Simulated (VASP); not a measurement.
Write the native input for VASP 6.6.1 that does the following.

* Task: single point
* Functional: PBE
* Dispersion: D4
* Potentials or basis: VASP PAW PBE potentials, release 64 (Pb_d)
* Cutoff: 520 eV
* k mesh: 9 × 9 × 9
* Occupations: fermi-dirac, width 0.05 eV
* Spin: no spin polarisation
* Dipole correction: no
* Further INCAR settings: ALGO = Fast; EDIFF = 1e-06; NBANDS = 13

The structure of Pb lies in POSCAR:

```
Pb
1.0
    0.0000000000      2.5075897876      2.5075897876
    2.5075897876      0.0000000000      2.5075897876
    2.5075897876      2.5075897876      0.0000000000
Pb
1
Direct
    0.0000000000      0.0000000000      0.0000000000
```

These files were run (other wordings do the same):

INCAR

```
SYSTEM = Pb
PREC     = Accurate       ! precision mode
ENCUT    = 520            ! plane-wave cutoff, eV
EDIFF    = 1E-6           ! SCF threshold, eV
ISMEAR   = -1             ! smearing method
SIGMA    = 0.05           ! smearing width, eV
LREAL    = .FALSE.        ! projectors in reciprocal space
LASPH    = .TRUE.         ! aspherical terms in the spheres
NELM     = 60             ! most SCF steps
ALGO     = Fast           ! electronic algorithm
ISIF     = 2              ! what is computed and relaxed
LWAVE    = .FALSE.        ! write WAVECAR
LCHARG   = .FALSE.        ! write CHGCAR
GGA      = PE             ! functional
IVDW     = 13             ! dispersion correction
NBANDS   = 13             ! bands
```

KPOINTS

```
Automatic mesh
0
G
  9 9 9
  0 0 0
```

Potentials or basis: VASP PAW PBE potentials, release 64 (Pb_d).

Launch:

```bash
$ cat potpaw_PBE.64/Pb_d/POTCAR > POTCAR
$ mpirun -np 1 vasp_std > vasp.out
```

Results of the run:

```json
{
 "Pressure": "-1.6 GPa",
 "Band gap on the k mesh": "zero (band 7 reaches 13.96 eV, above the bottom of band 8 at 5.39 eV)",
 "Dispersion energy per atom": "-0.415 eV"
}
```

Caveat: spin-orbit coupling is left out, which moves the levels of the heavy elements; pairwise dispersion overbinds metals, which lowers pressure and volume.

It took 11 s on 1 thread of Intel(R) Xeon(R) Platinum 8488C (Sapphire Rapids), with other jobs on the host, peak memory 0.13 GiB.
